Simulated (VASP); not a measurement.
Wanted: the native input for a VASP 6.6.1 run.

* Task: electric field gradients
* Functional: PBEsol
* Potentials or basis: VASP PAW PBE potentials, release 64 (Sc_sv, Pd)
* Cutoff: 400 eV
* k mesh: 12 × 12 × 12
* Occupations: fermi-dirac, width 0.05 eV
* Spin: no spin polarisation
* Dipole correction: no
* Further INCAR settings: ALGO = Normal; EDIFF = 1e-08; NBANDS = 18

The structure of ScPd lies in POSCAR:

```
ScPd
1.0
    3.2720199849      0.0000000000      0.0000000000
    0.0000000000      3.2720199849      0.0000000000
    0.0000000000      0.0000000000      3.2720199849
Sc Pd
1 1
Direct
    0.5000000000      0.5000000000      0.5000000000
    0.0000000000      0.0000000000      0.0000000000
```

This cell differs from its parent crystal: volume scaled by 0.99.

These files were run (other wordings do the same):

INCAR

```
PREC = Accurate
ENCUT = 400
EDIFF = 1E-8
ISMEAR = -1
SIGMA = 0.05
LREAL = F
LASPH = T
NELM = 120
ALGO = Normal
ISIF = 2
LWAVE = F
LCHARG = F
GGA = PS
LEFG = T
NBANDS = 18
GGA_COMPAT = F
```

KPOINTS

```
Automatic mesh
0
Gamma
  12 12 12
```

Potentials or basis: VASP PAW PBE potentials, release 64 (Sc_sv, Pd).

Launch:

```sh
$ cat potpaw_PBE.64/Sc_sv/POTCAR potpaw_PBE.64/Pd/POTCAR > POTCAR
$ mpirun -np 1 vasp_std > vasp.out
```

Results of the run:

```json
{"Pressure": "-0.5 GPa"}
```

Caveat: without QUAD_EFG the Cq values of the log hold for a quadrupole moment of 1 mb, not for the nuclei; the PAW data sets were made with another functional, which shifts forces and pressure a little.

It took 47 s on 1 thread of Intel Xeon 8259CL, on a shared host, peak memory 0.16 GiB.
